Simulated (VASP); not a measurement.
# SiC (P6_3mc) in VASP: notebook

Runs on SiC. Level: PBE. Tasks: relaxation of the atoms.

Everything below comes from runs of VASP 6.6.1. Logs are shortened: lines on timing, memory, paths and dates and some standing lists are left out, and cuts for length are marked.

## 1. The cell of the first run

It takes space group P6_3mc (No. 186, hexagonal). The conventional cell has a = 3.048 Å, b = 3.048 Å, c = 4.805 Å, α = 90.00°, β = 90.00°, γ = 120.00°. Si (site symmetry 3m) has 4 C at 1.81 to 1.86 Å within 2.4 Å. C (site symmetry 3m) has 4 Si at 1.81 to 1.86 Å within 2.4 Å.

## 2. Relaxation of the atoms, PBE (volume 9.662 Å^3 an atom, c/a of the conventional cell 1.5765)

File INCAR:

```
SYSTEM = SiC
  PREC = Accurate
  ENCUT = 520
  EDIFF = 1E-6
  ISMEAR = 0
  SIGMA = 0.05
  LREAL = .FALSE.
  LASPH = .TRUE.
  NELM = 80
  ALGO = Normal
  ISIF = 2
  LWAVE = .FALSE.
  LCHARG = .FALSE.
  GGA = PE
  IBRION = 2
  NSW = 50
  EDIFFG = -0.01
```

File KPOINTS:

```
regular mesh
0
G
  12 12 6
  0 0 0
```

File POSCAR:

```
SiC
1.0
    3.0476667194      0.0000000000      0.0000000000
   -1.5238333597      2.6393568013      0.0000000000
    0.0000000000      0.0000000000      4.8046465832
Si C
2 2
Direct
    0.3333333333      0.6666666667      0.0045639005
    0.6666666667      0.3333333333      0.5045639005
    0.3333333333      0.6666666667      0.3804360995
    0.6666666667      0.3333333333      0.8804360995
```

Potentials or basis: VASP PAW PBE potentials, release 64 (Si, C).

On the command line:

```bash
cat potpaw_PBE.64/Si/POTCAR potpaw_PBE.64/C/POTCAR > POTCAR
mpirun -np 1 vasp_std > vasp.out
```

OUTCAR:

```text
SYSTEM = SiC
   PREC = Accurate
   ENCUT = 520
   EDIFF = 1E-6
   ISMEAR = 0
   LREAL = .FALSE.
   LASPH = .TRUE.
   NELM = 80
   ISIF = 2
   GGA = PE
   IBRION = 2
   NSW = 50
   EDIFFG = -0.01

 ion  position               nearest neighbor table
   1  0.333  0.667  0.005-   3 1.81   4 1.86   4 1.86   4 1.86   2 2.98   2 2.98   2 2.98   2 2.98
                             2 2.98   2 2.98
   2  0.667  0.333  0.505-   4 1.81   3 1.86   3 1.86   3 1.86   1 2.98   1 2.98   1 2.98   1 2.98
                             1 2.98   1 2.98
   3  0.333  0.667  0.380-   1 1.81   2 1.86   2 1.86   2 1.86
   4  0.667  0.333  0.880-   2 1.81   1 1.86   1 1.86   1 1.86

  LATTYP: Found a hexagonal cell.
 ALAT       =     3.0476667194
 C/A-ratio  =     1.5765000000

  Lattice vectors:

 A1 = (   3.0476667194,   0.0000000000,   0.0000000000)
 A2 = (  -1.5238333597,   2.6393568013,   0.0000000000)
 A3 = (   0.0000000000,   0.0000000000,   4.8046465832)

Analysis of symmetry for initial positions (statically):
=====================================================================
 Subroutine PRICEL returns:
 Original cell was already a primitive cell.

 Routine SETGRP: Setting up the symmetry group for a
 hexagonal supercell.

 Subroutine GETGRP returns: Found 12 space group operations
 (whereof  6 operations were pure point group operations)
 out of a pool of 24 trial point group operations.

The static configuration has the point symmetry C_3v.
 The point group associated with its full space group is C_6v.

Analysis of symmetry for dynamics (positions and initial velocities):
=====================================================================
 Subroutine PRICEL returns:
 Original cell was already a primitive cell.

 Routine SETGRP: Setting up the symmetry group for a
 hexagonal supercell.

 Subroutine GETGRP returns: Found 12 space group operations
 (whereof  6 operations were pure point group operations)
 out of a pool of 24 trial point group operations.

The dynamic configuration has the point symmetry C_3v.
 The point group associated with its full space group is C_6v.

 Subroutine INISYM returns: Found 12 space group operations
 (whereof  6 operations are pure point group operations),
 and found     1 'primitive' translations

----------------------------------------------------------------------------------------

                                     Primitive cell

  volume of cell :      38.6480

[... 107 lines left out ...]
   ISMEAR =     0;   SIGMA  =   0.05  broadening in eV -4-tet -1-fermi 0-gaus
   EFERMI_NEDOS =   21; number of points for ismear=-14 and -15
   IALGO  =     38    algorithm
   IMIX   =      4    mixing-type and parameters
     AMIX     =   0.40;   BMIX     =  1.00
     AMIX_MAG =   1.60;   BMIX_MAG =  1.00
  volume/ion in A,a.u.               =       9.66        65.20
  Fermi-wavevector in a.u.,A,eV,Ry     =   1.220129  2.305710 20.255201  1.488715
  Thomas-Fermi vector in A             =   2.355357
   LORBIT       =      0    0 simple, 1 ext, 2 COOP (PROOUT), +10 PAW based schemes
   GGA     = PE    functional components
   LHFCALC =     F    Hartree Fock is set to
   AEXX    =    0.0000 exact exchange contribution
   IVDW    =     0    specifies the selected vdW correction
   LEPSILON=     F    determine dielectric tensor
   LRPA    =     F    only Hartree local field effects (RPA)
 conjugate gradient relaxation of ions
 non-spin polarized calculation
 Gauss-broadening in eV      SIGMA  =   0.05
  energy-cutoff  :      520.00
  volume of cell :       38.65
 maximum number of plane-waves:      1085
 NGX is ok and might be reduce to    24
   NGX = 11   NGY = 11   NGZ = 17

--------------------------------------- Ionic step        1  -------------------------------------------

 number of electron      15.9999998 magnetization

 Free energy of the ion-electron system (eV)
  ---------------------------------------------------
  ext. energy  EPLUGINS =         0.00000000
  ---------------------------------------------------
  free energy    TOTEN  =       -29.82032228 eV

  energy without entropy =      -29.82032228  energy(sigma->0) =      -29.82032228

------------------------ aborting loop because EDIFF is reached ----------------------------------------

  FORCE on cell =-STRESS in cart. coord.  units (eV):
  Direction    XX          YY          ZZ          XY          YZ          ZX
  --------------------------------------------------------------------------------------
  -------------------------------------------------------------------------------------
  Total        2.9404952      2.9404952      9.4705192      0.0000000      0.0000000      0.0000000
  in kB      121.9000901    121.9000901    392.6063760      0.0000000      0.0000000      0.0000000
  external PRESSURE =     212.1355187 kB  Pullay stress =       0.0000000 kB
[... 63 lines left out ...]
--------------------------------------- Ionic step        3  -------------------------------------------

 number of electron      15.9999998 magnetization

 Free energy of the ion-electron system (eV)
  ---------------------------------------------------
  ext. energy  EPLUGINS =         0.00000000
  ---------------------------------------------------
  free energy    TOTEN  =       -29.83873679 eV

  energy without entropy =      -29.83873679  energy(sigma->0) =      -29.83873679

 E-fermi :   9.4925     XC(G=0): -11.6452

 val. band max:        9.2733701459   @ k =   0.0000   0.0000   0.0000
 cond. band min:      11.4417834887   @ k =   0.3333   0.3333   0.0000
 fundamental gap:      2.1684133428
 Fermi energy:         9.4924737936

 k-point     1 :       0.0000    0.0000    0.0000
  band No.  band energies     occupation
      1      -7.0764      2.00000
      2      -2.9335      2.00000
      3       0.1227      2.00000
      4       7.3906      2.00000
      5       7.3906      2.00000
      6       8.9329      2.00000
      7       8.9329      2.00000
      8       9.2734      2.00000
      9      13.7661      0.00000
     10      15.7761      0.00000
     11      15.7761      0.00000
     12      16.3657      0.00000
[... 331 lines left out ...]
 k-point    24 :       0.3333   -0.0000    0.1667
  band No.  band energies     occupation
      1      -5.0381      2.00000
      2      -2.1201      2.00000
      3       1.4511      2.00000
      4       3.2467      2.00000
      5       4.2020      2.00000
      6       5.8264      2.00000
      7       7.5502      2.00000
      8       7.8727      2.00000
      9      12.3592      0.00000
     10      13.8648      0.00000
     11      16.5236      0.00000
     12      17.1971      0.00000

 [... further k-points ...]
[... 5 lines left out ...]
  --------------------------------------------------------------------------------------
  -------------------------------------------------------------------------------------
  Total        3.3300104      3.3300104      8.3200190      0.0000000      0.0000000      0.0000000
  in kB      138.0476930    138.0476930    344.9116597      0.0000000      0.0000000      0.0000000
  external PRESSURE =     207.0023486 kB  Pullay stress =       0.0000000 kB
[... 19 lines left out ...]
  FREE ENERGIE OF THE ION-ELECTRON SYSTEM (eV)
  ---------------------------------------------------
  free  energy   TOTEN  =       -29.8387367893 eV

  energy  without entropy=      -29.8387367893  energy(sigma->0) =      -29.83873679

 reached required accuracy - stopping structural energy minimisation
```

OSZICAR:

```text
N       E                     dE             d eps       ncg     rms          rms(c)
DAV:   1     0.354187186120E+02    0.35419E+02   -0.74811E+03  1824   0.120E+03
DAV:   2    -0.310956766367E+02   -0.66514E+02   -0.60343E+02  2624   0.191E+02
DAV:   3    -0.339564661235E+02   -0.28608E+01   -0.28460E+01  2416   0.397E+01
[... 20 lines left out ...]
DAV:   2    -0.298398016314E+02    0.37075E-04   -0.23300E-02  2312   0.133E+00    0.191E-01
DAV:   3    -0.298387020967E+02    0.10995E-02   -0.20189E-03  2164   0.433E-01    0.489E-02
DAV:   4    -0.298387361613E+02   -0.34065E-04   -0.60931E-04  2252   0.177E-01    0.326E-02
DAV:   5    -0.298387360357E+02    0.12564E-06   -0.13079E-05  2132   0.335E-02    0.213E-02
DAV:   6    -0.298387367893E+02   -0.75360E-06   -0.16746E-06  1364   0.133E-02
   3 F= -.29838737E+02 E0= -.29838737E+02  d E =-.184145E-01
```

Wall time 19 s (1 thread of Intel Xeon 6975P-C (Granite Rapids), shared host); peak memory 0.17 GiB.

Results:

| Item | Value |
| --- | --- |
| Free energy | -29.8387 eV |
| Energy gained by relaxing | 4.6 meV/atom |
| Ionic steps | 3 |
| Pressure after relaxing | 20.7 GPa |
| Band gap on the k mesh | 2.17 eV, indirect (least direct gap 3.78 eV) |

The path:
| step | energy change (eV) | largest force (eV/Å) | pressure (GPa) |
| --- | --- | --- | --- |
| 1 | 0.0000 | 0.6574 | 21.21 |
| 2 | 0.0059 | 0.6804 | 20.39 |
| 3 | -0.0184 | 0.0005 | 20.70 |

Final structure:
```
Si C
1.0
     3.04767    0.00000    0.00000
    -1.52383    2.63936    0.00000
     0.00000    0.00000    4.80465
Si C
2 2
Direct
  0.33333 0.66667 0.00158
  0.66667 0.33333 0.50158
  0.33333 0.66667 0.38342
  0.66667 0.33333 0.88342
```

Levels at points of the mesh, in eV from the valence-band top:
```tsv
k point	band 6	band 7	band 8	band 9	band 10	band 11
(0.00, 0.00, 0.00)	-0.34	-0.34	0.00	4.49	6.50	6.50
(0.50, 0.00, 0.00)	-3.94	-3.63	-1.44	2.33	4.41	7.12
(0.00, 0.00, 0.50)	-1.18	-1.18	-1.18	5.78	5.78	7.17
(0.50, 0.00, 0.50)	-2.93	-2.35	-2.35	3.30	3.30	5.49
```

 A k mesh can miss the band edges.

## 3. Relaxation of the atoms, PBE (volume 9.662 Å^3 an atom, c/a of the conventional cell 1.7081)

File INCAR:

```
SYSTEM = SiC
PREC = Accurate
ENCUT = 520
EDIFF = 1E-6
ISMEAR = 0
SIGMA = 0.05
LREAL = .False.
LASPH = .True.
NELM = 80
ALGO = Normal
ISIF = 2
LWAVE = .False.
LCHARG = .False.
GGA = PE
IBRION = 2
NSW = 50
EDIFFG = -0.01
```

File KPOINTS:

```
regular mesh
0
Gamma
  12 12 6
  0 0 0
```

File POSCAR:

```
SiC
1.0
    2.9672971084      0.0000000000      0.0000000000
   -1.4836485542      2.5697546764      0.0000000000
    0.0000000000      0.0000000000      5.0684401908
Si C
2 2
Direct
    0.3333333333      0.6666666667      0.0045639005
    0.6666666667      0.3333333333      0.5045639005
    0.3333333333      0.6666666667      0.3804360995
    0.6666666667      0.3333333333      0.8804360995
```

Potentials or basis: VASP PAW PBE potentials, release 64 (Si, C).

On the command line:

```bash
cat potpaw_PBE.64/Si/POTCAR potpaw_PBE.64/C/POTCAR > POTCAR
mpirun -np 1 vasp_std > vasp.out
```

OUTCAR:

```text
SYSTEM = SiC
   PREC = Accurate
   ENCUT = 520
   EDIFF = 1E-6
   ISMEAR = 0
   LREAL = .False.
   LASPH = .True.
   NELM = 80
   ISIF = 2
   GGA = PE
   IBRION = 2
   NSW = 50
   EDIFFG = -0.01

 ion  position               nearest neighbor table
   1  0.333  0.667  0.005-   4 1.83   4 1.83   4 1.83   3 1.91   2 3.06   2 3.06   2 3.06   2 3.06
                             2 3.06   2 3.06
   2  0.667  0.333  0.505-   3 1.83   3 1.83   3 1.83   4 1.91   1 3.06   1 3.06   1 3.06   1 3.06
                             1 3.06   1 3.06
   3  0.333  0.667  0.380-   2 1.83   2 1.83   2 1.83   1 1.91
   4  0.667  0.333  0.880-   1 1.83   1 1.83   1 1.83   2 1.91

  LATTYP: Found a hexagonal cell.
 ALAT       =     2.9672971084
 C/A-ratio  =     1.7081000000

  Lattice vectors:

 A1 = (   2.9672971084,   0.0000000000,   0.0000000000)
 A2 = (  -1.4836485542,   2.5697546764,   0.0000000000)
[... 274 lines left out ...]
 fundamental gap:      1.7737297823
 Fermi energy:         9.4241798171

 k-point     1 :       0.0000    0.0000    0.0000
  band No.  band energies     occupation
      1      -7.0710      2.00000
      2      -3.5415      2.00000
      3      -0.2032      2.00000
      4       8.0267      2.00000
      5       8.0267      2.00000
      6       8.5860      2.00000
      7       9.1979      2.00000
      8       9.1979      2.00000
      9      15.0557      0.00000
     10      15.1086      0.00000
     11      16.5017      0.00000
     12      16.5017      0.00000
[... 331 lines left out ...]
 k-point    24 :       0.3333   -0.0000    0.1667
  band No.  band energies     occupation
      1      -4.9239      2.00000
      2      -2.3673      2.00000
      3       1.5849      2.00000
      4       3.0531      2.00000
      5       4.1496      2.00000
      6       6.3571      2.00000
      7       7.2407      2.00000
      8       8.0074      2.00000
      9      12.7613      0.00000
     10      13.5579      0.00000
     11      16.0794      0.00000
     12      17.3071      0.00000

 [... further k-points ...]
[... 5 lines left out ...]
  --------------------------------------------------------------------------------------
  -------------------------------------------------------------------------------------
  Total        6.9158712      6.9158712      1.4109840      0.0000000      0.0000000      0.0000000
  in kB      286.7018216    286.7018216     58.4932349      0.0000000      0.0000000      0.0000000
  external PRESSURE =     210.6322927 kB  Pullay stress =       0.0000000 kB
[... 19 lines left out ...]
  FREE ENERGIE OF THE ION-ELECTRON SYSTEM (eV)
  ---------------------------------------------------
  free  energy   TOTEN  =       -29.8312446265 eV

  energy  without entropy=      -29.8312446265  energy(sigma->0) =      -29.83124463

 reached required accuracy - stopping structural energy minimisation
```

CONTCAR:

```text
SiC
   1.00000000000000
     2.9672971083999999    0.0000000000000000    0.0000000000000000
    -1.4836485542000000    2.5697546764000001    0.0000000000000000
     0.0000000000000000    0.0000000000000000    5.0684401907999996
  Si              C
     2     2
Direct
     0.3333333332999970    0.6666666667000030    0.0071986567496343
     0.6666666667000030    0.3333333332999970    0.5071986567496344
     0.3333333332999970    0.6666666667000030    0.3778013432503708
     0.6666666667000030    0.3333333332999970    0.8778013432503707

  0.00000000E+00  0.00000000E+00  0.00000000E+00
  0.00000000E+00  0.00000000E+00  0.00000000E+00
  0.00000000E+00  0.00000000E+00  0.00000000E+00
  0.00000000E+00  0.00000000E+00  0.00000000E+00
```

It took 20 s on 1 thread of Intel Xeon 6975P-C (Granite Rapids), shared host; peak memory 0.17 GiB.

Results:

| Property | Result |
| --- | --- |
| Free energy | -29.8312 eV |
| Energy gained by relaxing | 3.5 meV/atom |
| Ionic steps | 3 |
| Pressure after relaxing | 21.1 GPa |
| Band gap on the k mesh | 1.77 eV, indirect (least direct gap 4.39 eV) |

The path:
```
step  energy change (eV)  largest force (eV/Å)  pressure (GPa)
   1              0.0000                0.5108           21.60
   2             -0.0033                0.4781           20.77
   3             -0.0139                0.0010           21.06
```

Final structure:
```
Si C
1.0
     2.96730    0.00000    0.00000
    -1.48365    2.56975    0.00000
     0.00000    0.00000    5.06844
Si C
2 2
Direct
  0.33333 0.66667 0.00720
  0.66667 0.33333 0.50720
  0.33333 0.66667 0.37780
  0.66667 0.33333 0.87780
```

Levels at points of the mesh, in eV from the valence-band top:
| k point | band 4 | band 5 | band 6 | band 7 | band 8 | band 9 | band 10 | band 11 | band 12 |
| --- | --- | --- | --- | --- | --- | --- | --- | --- | --- |
| (0.00, 0.00, 0.00) | -1.17 | -1.17 | -0.61 | 0.00 | 0.00 | 5.86 | 5.91 | 7.30 | 7.30 |
| (0.50, 0.00, 0.00) | -6.78 | -5.84 | -3.70 | -3.34 | -1.32 | 3.07 | 3.81 | 7.32 | 7.33 |
| (0.00, 0.00, 0.50) | -5.12 | -0.63 | -0.63 | -0.63 | -0.63 | 6.81 | 6.81 | 7.92 | 7.92 |
| (0.50, 0.00, 0.50) | -8.70 | -2.79 | -2.79 | -2.50 | -2.50 | 3.09 | 3.09 | 5.36 | 5.36 |

## 4. Relaxation of the atoms, PBE (volume 10.503 Å^3 an atom, c/a of the conventional cell 1.7779)

File INCAR:

```
PREC = Accurate
ENCUT = 520
EDIFF = 1E-6
ISMEAR = 0
SIGMA = 0.05
LREAL = F
LASPH = T
NELM = 100
ALGO = Normal
ISIF = 2
LWAVE = F
LCHARG = F
GGA = PE
IBRION = 2
NSW = 50
EDIFFG = -0.01
```

File KPOINTS:

```
Automatic mesh
0
Gamma
  12 12 6
```

File POSCAR:

```
SiC
1.0
    3.0105180284      0.0000000000      0.0000000000
   -1.5052590142      2.6071850912      0.0000000000
    0.0000000000      0.0000000000      5.3524000027
Si C
2 2
Direct
    0.3333333333      0.6666666667      0.0045639005
    0.6666666667      0.3333333333      0.5045639005
    0.3333333333      0.6666666667      0.3804360995
    0.6666666667      0.3333333333      0.8804360995
```

On the command line:

```bash
cat potpaw_PBE.64/Si/POTCAR potpaw_PBE.64/C/POTCAR > POTCAR
mpirun -np 1 vasp_std > vasp.out
```

Run time: 56 s. Hardware: 1 thread of Intel Xeon Platinum 8259CL at 2.50GHz (Skylake/Cascade Lake), shared host; peak memory 0.17 GiB.

Results (log left out):

| Quantity | Value |
| --- | --- |
| Free energy | -29.8333 eV |
| Energy gained by relaxing | 3.4 meV/atom |
| Ionic steps | 3 |
| Pressure after relaxing | 1.1 GPa |
| Band gap on the k mesh | 1.75 eV, indirect (least direct gap 4.13 eV) |

Stress tensor (GPa, compression positive):
```
 14.29   0.00   0.00
  0.00  14.29   0.00
  0.00   0.00 -25.42
```

Step by step:
```csv
step,energy change (eV),largest force (eV/Å),pressure (GPa)
1,0.0000,0.4334,2.02
2,-0.0119,0.1650,0.75
3,-0.0137,0.0001,1.05
```

Final structure:
```cif
data_structure
_symmetry_space_group_name_H-M 'P 1'
_symmetry_Int_Tables_number 1
_cell_length_a 3.0105
_cell_length_b 3.0105
_cell_length_c 5.3524
_cell_angle_alpha 90.000
_cell_angle_beta 90.000
_cell_angle_gamma 120.000
_cell_volume 42.01
loop_
_atom_site_label
_atom_site_type_symbol
_atom_site_fract_x
_atom_site_fract_y
_atom_site_fract_z
_atom_site_occupancy
Si1 Si 0.33333 0.66667 0.00745 1
Si2 Si 0.66667 0.33333 0.50745 1
C1 C 0.33333 0.66667 0.37755 1
C2 C 0.66667 0.33333 0.87755 1
```

Levels at points of the mesh, in eV from the valence-band top:
```csv
k point,band 4,band 5,band 6,band 7,band 8,band 9,band 10,band 11,band 12
"(0.00, 0.00, 0.00)",-0.97,-0.97,-0.87,0.00,0.00,4.13,5.74,7.04,7.04
"(0.50, 0.00, 0.00)",-6.84,-5.54,-3.49,-3.04,-1.39,3.13,3.45,6.48,7.08
"(0.00, 0.00, 0.50)",-5.30,-0.52,-0.52,-0.52,-0.52,6.45,6.45,7.66,7.66
"(0.50, 0.00, 0.50)",-8.37,-2.90,-2.90,-2.34,-2.34,2.65,2.65,4.92,4.92
```

 A k mesh can miss the band edges.

(Continued in part 2 of 2.)
